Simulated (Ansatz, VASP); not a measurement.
LaTe4: VASP beside Ansatz

```xyz
5
Lattice="4.8264 0.0000 0.0000 0.0000 4.8264 0.0000 0.0000 0.0000 8.0826" Properties=species:S:1:pos:R:3 pbc="T T T"
La    0.0000    0.0000    3.1984
Te    2.4132    0.0000    1.0961
Te    0.0000    2.4132    1.0961
Te    2.4132    2.4132    6.2033
Te    0.0000    0.0000    6.3548
```

Alike in both runs: task single point; functional PBE; k mesh 4 × 4 × 2; occupations gaussian, width 0.1 eV; no spin polarisation.

|  | VASP | Ansatz |
| --- | --- | --- |
| version | VASP 6.6.1 | Ansatz 0.2.0 |
| potentials or method | VASP PAW PBE potentials, release 64 (La, Te), cutoff 520 eV | scalar-relativistic, plane waves, PAW |
| valence electrons in the cell | 35 | 75 |

|  | VASP | Ansatz | Ansatz less VASP |
| --- | --- | --- | --- |
| gap on the k mesh at the Fermi level (eV) | none | none | - |
| pressure (GPa) | -1.8 | -1.7 | +0.05 |
| traceless stress, the component that is largest in VASP (GPa) | 3.15 | 3.15 | +0.001 |
| rms of the force components (eV/Å) | 0.285 | 0.284 | -0.0009 |

Atom by atom the forces differ by 0.002 eV/Å (rms over components). A gap of «none» marks a metal or a gap that the smearing closes. The functional is the same, so the differences come from potentials, cutoffs and numerics. VASP's potentials hold 35 valence electrons a cell and Ansatz's 75, so a difference there can come from the potentials and not from the codes.

The k mesh is coarse, so the values compare programs but aren't converged. Neither program's run includes spin-orbit coupling.
